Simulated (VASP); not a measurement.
A run of VASP 6.6.1:

The input INCAR:

```
PREC = Accurate ; ENCUT = 520
EDIFF = 1E-6 ; ISMEAR = 0
SIGMA = 0.15 ; LREAL = False
LASPH = True ; NELM = 100
ALGO = Normal ; ISIF = 2
LWAVE = False ; LCHARG = False
GGA = PE ; NBANDS = 11
```

The input KPOINTS:

```
regular mesh
0
Gamma
  14 14 14
```

POSCAR

```
Ca
1.0
    0.0000000000      2.7942000000      2.7942000000
    2.6824320000      0.0000000000      2.7942000000
    2.6824320000      2.7942000000      0.0000000000
Ca
1
Direct
    0.0000000000      0.0000000000      0.0000000000
```

Potentials or basis: VASP PAW PBE potentials, release 64 (Ca_sv).

Command:

```bash
$ cat potpaw_PBE.64/Ca_sv/POTCAR > POTCAR
$ mpirun -np 1 vasp_std > vasp.out
```

Hardware: 1 thread of AMD EPYC 9R45 (Zen 5) (shared host).

Question: Estimate the wall time of this run.

Answer: Run time: 66 s on 1 thread of AMD EPYC 9R45 (Zen 5) (shared host), peak memory 0.21 GiB. Counts: scf iterations 10, k points 244.
